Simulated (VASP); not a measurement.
# As (R-3m) in VASP: further runs

The runs below take As through single point, with r2SCAN.

Program: VASP 6.6.1. These are calculated values, not measurements. Logs are shortened: lines on timing, memory, paths and dates and some standing lists are left out, and cuts for length are marked.

### 1 The cell of the first run

Symmetry: R-3m, No. 166, trigonal system. The conventional cell has a = 3.706 Å, b = 3.706 Å, c = 11.674 Å, α = 90.00°, β = 90.00°, γ = 120.00°. Within 3.4 Å of As (site symmetry 3m) lie 6 As at 2.50 to 3.36 Å.

### 2 Single point, r2SCAN (23.14 Å³/atom)

POSCAR reads:

```
As
1.0
    1.8528665501      1.0697530015      3.8913157201
   -1.8528665501      1.0697530015      3.8913157201
    0.0000000000     -2.1395060029      3.8913157201
As
2
Direct
    0.2223179564      0.2223179564      0.2223179564
    0.7776820436      0.7776820436      0.7776820436
```

INCAR.step1 reads:

```
PREC = Accurate ; ENCUT = 520
ISMEAR = 0 ; SIGMA = 0.05
LREAL = F ; LASPH = T
NELM = 100 ; NBANDS = 12
GGA = PE ; ALGO = Normal
EDIFF = 1E-4 ; LWAVE = T
LCHARG = F
```

INCAR.step2 reads:

```
PREC = Accurate ; ENCUT = 520
EDIFF = 1E-7 ; ISMEAR = 0
SIGMA = 0.05 ; LREAL = F
LASPH = T ; NELM = 100
ALGO = Normal ; ISIF = 2
LWAVE = F ; LCHARG = F
METAGGA = R2SCAN ; LMIXTAU = T
NBANDS = 12 ; ISTART = 1
```

KPOINTS reads:

```
Automatic mesh
0
Gamma
  14 14 14
```

Potentials or basis: VASP PAW PBE potentials, release 64 (As).

The run is started by

```sh
$ cat potpaw_PBE.64/As/POTCAR > POTCAR
$ cp INCAR.step1 INCAR
$ mpirun -np 1 vasp_std > vasp.out
$ cp INCAR.step2 INCAR
$ mpirun -np 1 vasp_std > vasp.out
```

OUTCAR:

```text
PREC = Accurate
   ENCUT = 520
   EDIFF = 1E-7
   ISMEAR = 0
   LREAL = F
   LASPH = T
   NELM = 100
   ISIF = 2
   METAGGA = R2SCAN
   ISTART = 1

 ion  position               nearest neighbor table
   1  0.222  0.222  0.222-   2 2.50   2 2.50   2 2.50
   2  0.778  0.778  0.778-   1 2.50   1 2.50   1 2.50

  LATTYP: Found a trigonal (rhomboedric) cell.
 ALAT       =     4.4407008422
 COS(alpha) =     0.6518108420

  Lattice vectors:

 A1 = (   1.8528665501,   1.0697530015,   3.8913157201)
 A2 = (  -1.8528665501,   1.0697530015,   3.8913157201)
 A3 = (   0.0000000000,  -2.1395060029,   3.8913157201)

Analysis of symmetry for initial positions (statically):
=====================================================================
 Subroutine PRICEL returns:
 Original cell was already a primitive cell.

 Routine SETGRP: Setting up the symmetry group for a
 trigonal (rhombohedral) supercell.

 Subroutine GETGRP returns: Found 12 space group operations
 (whereof 12 operations were pure point group operations)
 out of a pool of 12 trial point group operations.

The static configuration has the point symmetry D_3d.

Analysis of symmetry for dynamics (positions and initial velocities):
=====================================================================
 Subroutine PRICEL returns:
 Original cell was already a primitive cell.

 Routine SETGRP: Setting up the symmetry group for a
 trigonal (rhombohedral) supercell.

 Subroutine GETGRP returns: Found 12 space group operations
 (whereof 12 operations were pure point group operations)
 out of a pool of 12 trial point group operations.

The dynamic configuration has the point symmetry D_3d.

 Subroutine INISYM returns: Found 12 space group operations
 (whereof 12 operations are pure point group operations),
 and found     1 'primitive' translations

----------------------------------------------------------------------------------------

                                     Primitive cell

  volume of cell :      46.2781

  direct lattice vectors                    reciprocal lattice vectors
     1.852866550  1.069753002  3.891315720     0.269852138  0.155799205  0.085660830
    -1.852866550  1.069753002  3.891315720    -0.269852138  0.155799205  0.085660830
     0.000000000 -2.139506003  3.891315720     0.000000000 -0.311598409  0.085660830

  length of vectors
     4.440700842  4.440700842  4.440700842     0.323158392  0.323158392  0.323158392

  position of ions in fractional coordinates (direct lattice)
     0.222317956  0.222317956  0.222317956
     0.777682044  0.777682044  0.777682044

  ion indices of the primitive-cell ions
   primitive index   ion index
                 1           1
                 2           2

----------------------------------------------------------------------------------------

 KPOINTS: Automatic mesh

Automatic generation of k-mesh.
 Grid dimensions read from file:
 generate k-points for:   14   14   14

 Generating k-lattice:

  Cartesian coordinates                     Fractional coordinates (reciprocal lattice)
     0.019275153  0.011128515  0.006118631     0.071428571  0.000000000  0.000000000
    -0.019275153  0.011128515  0.006118631     0.000000000  0.071428571  0.000000000
     0.000000000 -0.022257029  0.006118631     0.000000000  0.000000000  0.071428571

  Length of vectors
     0.023082742  0.023082742  0.023082742

  Shift w.r.t. Gamma in fractional coordinates (k-lattice)
     0.000000000  0.000000000  0.000000000

 Subroutine IBZKPT returns following result:
 ===========================================

 Found    288 irreducible k-points:

 Following reciprocal coordinates:
            Coordinates               Weight
  0.000000  0.000000  0.000000      1.000000
  0.071429 -0.000000  0.000000      6.000000
  0.142857 -0.000000 -0.000000      6.000000
  0.214286 -0.000000 -0.000000      6.000000
  0.285714  0.000000 -0.000000      6.000000
  0.357143 -0.000000 -0.000000      6.000000
[... 16 lines left out ...]
  0.214286  0.142857 -0.000000     12.000000
  0.285714  0.142857 -0.000000     12.000000
 [... further k-points ...]
   k-points           NKPTS =    288   k-points in BZ     NKDIM =    288   number of bands    NBANDS=     12
   number of dos      NEDOS =    301   number of ions     NIONS =      2
   total plane-waves  NPLWV =  46656
   dimension x,y,z NGX =    36 NGY =   36 NGZ =   36
   dimension x,y,z NGXF=    72 NGYF=   72 NGZF=   72
   ions per type =               2
   NGX,Y,Z   is equivalent  to a cutoff of  13.48, 13.48, 13.48 a.u.
   NGXF,Y,Z  is equivalent  to a cutoff of  26.95, 26.95, 26.95 a.u.
 SYSTEM =  unknown system
   PREC   = accura    normal or accurate (medium, high low for compatibility)
   ISTART =      1    job   : 0-new  1-cont  2-samecut
   ICHARG =      0    charge: 1-file 2-atom 10-const
   ISPIN  =      1    spin polarized calculation?
   LNONCOLLINEAR =      F non collinear calculations
   LSORBIT =      F    spin-orbit coupling
   LASPH  =      T    aspherical Exc in radial PAW
   ENCUT  =  520.0 eV  38.22 Ry    6.18 a.u.   8.26  8.26  8.26*2*pi/ulx,y,z
   NELM   =    100;   NELMIN=  2; NELMDL=  0     # of ELM steps
   EDIFF  = 0.1E-06   stopping-criterion for ELM
   LREAL  =      F    real-space projection
   EDIFFG = 0.1E-05   stopping-criterion for IOM
   NSW    =      0    number of steps for IOM
   IBRION =     -1    ionic relax: 0-MD 1-quasi-New 2-CG
   NFREE  =      0    steps in history (QN), initial steepest desc. (CG)
   ISIF   =      2    stress and relaxation
   ISYM   =      2    0-nonsym 1-usesym 2-fastsym
   POTIM  = 0.5000    time-step for ionic-motion
   TEBEG  =    0.0;   TEEND  =   0.0 temperature during run
   PSTRESS=    0.0 pullay stress
   NELECT =      10.0000    total number of electrons
   NUPDOWN=      -1.0000    fix difference up-down
   EMIN   =  10.00;   EMAX   =-10.00  energy-range for DOS
   EFERMI =   0.00;   METHOD = LEGACY
   ISMEAR =     0;   SIGMA  =   0.05  broadening in eV -4-tet -1-fermi 0-gaus
   EFERMI_NEDOS =   21; number of points for ismear=-14 and -15
   IALGO  =     38    algorithm
   IMIX   =      4    mixing-type and parameters
     AMIX     =   0.40;   BMIX     =  1.00
     AMIX_MAG =   1.60;   BMIX_MAG =  1.00
  volume/ion in A,a.u.               =      23.14       156.15
  Fermi-wavevector in a.u.,A,eV,Ry     =   0.982388  1.856444 13.130794  0.965086
  Thomas-Fermi vector in A             =   2.113467
   LORBIT       =      0    0 simple, 1 ext, 2 COOP (PROOUT), +10 PAW based schemes
   METAGGA = R2SCAN    functional components
   LHFCALC =     F    Hartree Fock is set to
   AEXX    =    0.0000 exact exchange contribution
   IVDW    =     0    specifies the selected vdW correction
   LEPSILON=     F    determine dielectric tensor
   LRPA    =     F    only Hartree local field effects (RPA)
 non-spin polarized calculation
 Gauss-broadening in eV      SIGMA  =   0.05
  energy-cutoff  :      520.00
  volume of cell :       46.28
 maximum number of plane-waves:      1268
 NGX is ok and might be reduce to    36
   NGX = 17   NGY = 17   NGZ = 17

 number of electron      10.0000000 magnetization

 Free energy of the ion-electron system (eV)
  ---------------------------------------------------
  ext. energy  EPLUGINS =         0.00000000
  ---------------------------------------------------
  free energy    TOTEN  =       -29.39281149 eV

  energy without entropy =      -29.39244832  energy(sigma->0) =      -29.39262990

 E-fermi :   4.9869     XC(G=0):  -9.9987

 val. band max:        4.9817701415   @ k =  -0.4286   0.0714   0.0714
 cond. band min:       4.9991610523   @ k =   0.4286   0.1429   0.1429
 fundamental gap:      0.0173909108
 Fermi energy:         4.9868821424

 k-point     1 :       0.0000    0.0000    0.0000
  band No.  band energies     occupation
      1     -10.8528      2.00000
      2      -2.0302      2.00000
      3       1.6936      2.00000
      4       2.7827      2.00000
      5       2.7827      2.00000
      6       6.1531      0.00000
      7       7.4141      0.00000
      8       7.4141      0.00000
      9      12.6567      0.00000
     10      12.6567      0.00000
     11      13.2488      0.00000
     12      14.0649      0.00000

 k-point     2 :       0.0714   -0.0000    0.0000
  band No.  band energies     occupation
      1     -10.7817      2.00000
      2      -2.1702      2.00000
      3       1.7618      2.00000
      4       2.4745      2.00000
      5       2.6905      2.00000
      6       6.4602      0.00000
      7       7.2893      0.00000
      8       7.4520      0.00000
      9      11.9589      0.00000
     10      12.5184      0.00000
     11      12.6387      0.00000
     12      14.4637      0.00000

 k-point     3 :       0.1429   -0.0000   -0.0000
  band No.  band energies     occupation
      1     -10.5697      2.00000
      2      -2.5979      2.00000
      3       1.6808      2.00000
      4       2.2001      2.00000
      5       2.4548      2.00000
      6       6.4711      0.00000
      7       7.4171      0.00000
      8       7.4897      0.00000
      9      11.1479      0.00000
     10      12.0028      0.00000
     11      12.5053      0.00000
     12      15.4751      0.00000

 k-point     4 :       0.2143   -0.0000   -0.0000
  band No.  band energies     occupation
      1     -10.2204      2.00000
      2      -3.3031      2.00000
      3       1.2657      2.00000
      4       2.1589      2.00000
      5       2.5069      2.00000
      6       5.9351      0.00000
      7       7.3993      0.00000
      8       7.4156      0.00000
      9      11.1730      0.00000
     10      11.7145      0.00000
     11      12.9480      0.00000
     12      16.6952      0.00000

 k-point     5 :       0.2857    0.0000   -0.0000
  band No.  band energies     occupation
      1      -9.7421      2.00000
      2      -4.2061      2.00000
      3       1.0254      2.00000
      4       1.8743      2.00000
      5       2.9273      2.00000
      6       5.3579      0.00000
      7       6.8233      0.00000
      8       7.2368      0.00000
      9      11.3223      0.00000
     10      12.5199      0.00000
     11      13.8560      0.00000
     12      16.9332      0.00000
[... 228 lines left out ...]
      1     -10.6500      2.00000
      2      -2.3786      2.00000
      3       1.8038      2.00000
      4       2.1217      2.00000
      5       2.4471      2.00000
      6       6.8899      0.00000
      7       6.9076      0.00000
      8       7.6399      0.00000
      9      11.2609      0.00000
     10      11.9263      0.00000
     11      13.0668      0.00000
     12      14.5613      0.00000

 k-point    22 :       0.1429    0.1429   -0.0000
  band No.  band energies     occupation
      1     -10.5328      2.00000
      2      -2.7438      2.00000
      3       1.2916      2.00000
      4       2.2473      2.00000
      5       2.8570      2.00000
      6       6.3475      0.00000
      7       7.0722      0.00000
      8       7.9789      0.00000
      9      11.1916      0.00000
     10      12.5105      0.00000
     11      13.0404      0.00000
     12      14.7927      0.00000

 k-point    23 :       0.2143    0.1429   -0.0000
  band No.  band energies     occupation
      1     -10.3058      2.00000
      2      -3.1354      2.00000
      3       0.9006      2.00000
      4       1.9030      2.00000
      5       3.0302      2.00000
      6       6.1616      0.00000
      7       7.2980      0.00000
      8       8.0628      0.00000
      9      10.8550      0.00000
     10      12.4288      0.00000
     11      13.7479      0.00000
     12      15.0008      0.00000

 k-point    24 :       0.2857    0.1429   -0.0000
  band No.  band energies     occupation
      1      -9.9447      2.00000
      2      -3.7345      2.00000
      3       0.5959      2.00000
      4       1.3942      2.00000
      5       3.1345      2.00000
      6       6.1803      0.00000
      7       7.4871      0.00000
      8       7.8625      0.00000
      9      10.4364      0.00000
     10      12.8619      0.00000
     11      14.4125      0.00000
     12      15.8274      0.00000

 [... further k-points ...]

------------------------ aborting loop because EDIFF is reached ----------------------------------------

  FORCE on cell =-STRESS in cart. coord.  units (eV):
  Direction    XX          YY          ZZ          XY          YZ          ZX
  --------------------------------------------------------------------------------------
  -------------------------------------------------------------------------------------
  Total        0.2251708      0.2251708      0.2269636      0.0000000      0.0000000      0.0000000
  in kB        7.7955595      7.7955595      7.8576262      0.0000000      0.0000000      0.0000000
  external PRESSURE =       7.8162484 kB  Pullay stress =       0.0000000 kB

 VOLUME and BASIS-vectors are now :
 -----------------------------------------------------------------------------
  energy-cutoff  :      520.00
  volume of cell :       46.28
      direct lattice vectors                 reciprocal lattice vectors
     1.852866550  1.069753002  3.891315720     0.269852138  0.155799205  0.085660830
    -1.852866550  1.069753002  3.891315720    -0.269852138  0.155799205  0.085660830
     0.000000000 -2.139506003  3.891315720     0.000000000 -0.311598409  0.085660830

 POSITION                                       TOTAL-FORCE (eV/Angst)
 -----------------------------------------------------------------------------------
      0.00000      0.00000      2.59533         0.000000      0.000000      0.049377
      0.00000      0.00000      9.07862         0.000000     -0.000000     -0.049377
 -----------------------------------------------------------------------------------
    total drift:                               -0.000000     -0.000000     -0.000000

  FREE ENERGIE OF THE ION-ELECTRON SYSTEM (eV)
  ---------------------------------------------------
  free  energy   TOTEN  =       -29.3928114876 eV

  energy  without entropy=      -29.3924483169  energy(sigma->0) =      -29.39262990
```

Wall time 15 min (1 thread of Intel Xeon 8259CL, shared host); peak memory 0.31 GiB.

Results:

```
Free energy            : -29.3928 eV
Pressure               : 0.8 GPa
Largest force          : 0.049 eV/Å
Band gap on the k mesh : zero (bands 5 and 6 overlap by 0.61 eV)
```

Forces on the atoms (eV/Å):
```
As   0.000  0.000  0.049
As   0.000  0.000 -0.049
```

Caveat: the PAW data sets were made with another functional, which shifts forces and pressure a little.

[end of part 1 of 2]
